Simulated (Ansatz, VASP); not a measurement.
# TiSi2 in VASP and in Ansatz

```
CELL_PARAMETERS angstrom
4.37296 0.00000 0.00000
-2.18648 3.78710 0.00000
0.00000 0.00000 2.56644
ATOMIC_POSITIONS crystal
Ti 0.00000 0.00000 0.00000
Si 0.33333 0.66667 0.50000
Si 0.66667 0.33333 0.50000
```

Change from the starting cell: species swapped into the ErGa2 type (P6/mmm, No. 191).

Alike in both runs: task relaxation of cell and atoms; functional PBE; k mesh 12 × 12 × 18; occupations gaussian, width 0.1 eV; no spin polarisation.

|  | VASP | Ansatz |
| --- | --- | --- |
| version | VASP 6.6.1 | Ansatz 0.2.0 |
| potentials or method | VASP PAW PBE potentials, release 64 (Ti_sv, Si), cutoff 600 eV | scalar-relativistic, plane waves, PAW |
| valence electrons in the cell | 20 | 20 |

```tsv
	VASP	Ansatz	Ansatz less VASP
gap on the k mesh at the Fermi level, each at its own relaxed structure (eV)	none	none	-
relaxed volume (Å³/atom)	14.14	14.15	+0.006
relaxed length of the cell vector where the two differ most in proportion (Å)	4.374	4.375	+0.0007
```

A gap of «none» marks a metal or a gap that the smearing closes.
